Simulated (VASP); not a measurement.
A run of VASP 6.6.1 is set up as follows.

The input INCAR:

```
ALGO = Normal
EDIFF = 1E-6
ENCUT = 520
GGA = PE
ISIF = 2
ISMEAR = 0
LASPH = T
LCHARG = F
LREAL = F
LWAVE = F
NBANDS = 12
NELM = 100
PREC = Accurate
SIGMA = 0.05
```

Contents of KPOINTS:

```
k-points
0
Gamma
  8 8 8
```

The input POSCAR:

```
LiCl
1.0
   -1.0771317040      2.1542634080      2.1542634080
    2.1542634080     -1.0771317040      2.1542634080
    2.1542634080      2.1542634080     -1.0771317040
Li Cl
1 1
Direct
    0.0000000000      0.0000000000      0.0000000000
    0.5000000000      0.5000000000      0.5000000000
```

Potentials or basis: VASP PAW PBE potentials, release 64 (Li_sv, Cl).

The run is started by

```console
$ cat potpaw_PBE.64/Li_sv/POTCAR potpaw_PBE.64/Cl/POTCAR > POTCAR
$ mpirun -np 1 vasp_std > vasp.out
```

(1) Predict the band gap on the k mesh.

## Answers

(1) 4.58 eV, indirect (least direct gap 5.17 eV).
